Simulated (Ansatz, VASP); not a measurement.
**Al2BN3 in VASP and in Ansatz**

```
Al B N
1.0
     3.30681    0.00000    0.00000
     0.00000    3.30681    0.00000
     0.00000    0.00000    5.50067
Al B N
2 1 3
Cartesian
  1.6534 0.0000 1.4695
  0.0000 1.6534 4.0312
  1.6534 1.6534 0.0000
  0.0000 0.0000 0.0000
  1.6534 0.0000 3.7164
  0.0000 1.6534 1.7843
```

Change from the starting cell: species swapped into the Mn3CoAs2 type (P-4m2, No. 115).

Alike in both runs: task single point; functional PBE; k mesh 6 × 6 × 4; occupations gaussian, width 0.1 eV; no spin polarisation.

|  | VASP | Ansatz |
| --- | --- | --- |
| version | VASP 6.6.1 | Ansatz 0.2.0 |
| potentials or method | VASP PAW PBE potentials, release 64 (Al, B, N), cutoff 520 eV | scalar-relativistic, plane waves, PAW |
| valence electrons in the cell | 24 | 24 |

VASP gave:

```
gap on the k mesh at the Fermi level (eV)                     : none
pressure (GPa)                                                : -16.0
traceless stress, the component that is largest in VASP (GPa) : 16.89
rms of the force components (eV/Å)                            : 1.120
```

Q: Which values does Ansatz return?

A: gap on the k mesh at the Fermi level (eV): none; pressure (GPa): -15.8; traceless stress, the component that is largest in VASP (GPa): 16.93; rms of the force components (eV/Å): 1.119.

Atom by atom the forces differ by 0.002 eV/Å (rms over components). A gap of «none» marks a metal or a gap that the smearing closes. With one functional, cell and mesh, what is left measures potentials, basis and numerics.
